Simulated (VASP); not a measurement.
Wanted: the native input for a VASP 6.6.1 run.

```
Task                   : single point
Functional             : PBE
Potentials or basis    : VASP PAW PBE potentials, release 64 (Ge_d)
Cutoff                 : 520 eV
k mesh                 : 6 × 6 × 6
Occupations            : gaussian, width 0.1 eV
Spin                   : no spin polarisation
Dipole correction      : no
Further INCAR settings : ALGO = Fast; EDIFF = 1e-07; NBANDS = 66
```

The structure of Ge lies in POSCAR:

```
Ge
1.0
    5.0056354794      2.8900049915      1.9908730968
   -5.0056354794      2.8900049915      1.9908730968
    0.0000000000     -5.7800099829      1.9908730968
Ge
8
Direct
    0.7142042910      0.7142042910      0.7142042910
    0.2857957090      0.2857957090      0.2857957090
    0.0269915188      0.7228863764      0.5299820778
    0.5299820778      0.0269915188      0.7228863764
    0.7228863764      0.5299820778      0.0269915188
    0.9730084812      0.2771136236      0.4700179222
    0.4700179222      0.9730084812      0.2771136236
    0.2771136236      0.4700179222      0.9730084812
```

One way to write it, as run:

INCAR

```
SYSTEM = Ge
  PREC = Accurate
  ENCUT = 520
  EDIFF = 1E-7
  ISMEAR = 0
  SIGMA = 0.1
  LREAL = .FALSE.
  LASPH = .TRUE.
  NELM = 60
  ALGO = Fast
  ISIF = 2
  LWAVE = .FALSE.
  LCHARG = .TRUE.
  GGA = PE
  LELF = .TRUE.
  LVHAR = .TRUE.
  NBANDS = 66
```

KPOINTS

```
regular mesh
0
G
  6 6 6
  0 0 0
```

Potentials or basis: VASP PAW PBE potentials, release 64 (Ge_d).

Command:

```sh
$ cat potpaw_PBE.64/Ge_d/POTCAR > POTCAR
$ mpirun -np 1 vasp_std > vasp.out
```

It gave:

| Item | Value |
| --- | --- |
| Pressure | 0.0 GPa |
| Largest force | 0.005 eV/Å |
| Band gap on the k mesh | zero (bands 56 and 57 overlap by 0.51 eV) |

Caveat: semilocal functionals underestimate gaps, and a narrow one can read as zero.

It took 12 min on 1 thread of Oxide Virtual Turin-like Processor, with other jobs on the host, peak memory 0.46 GiB.
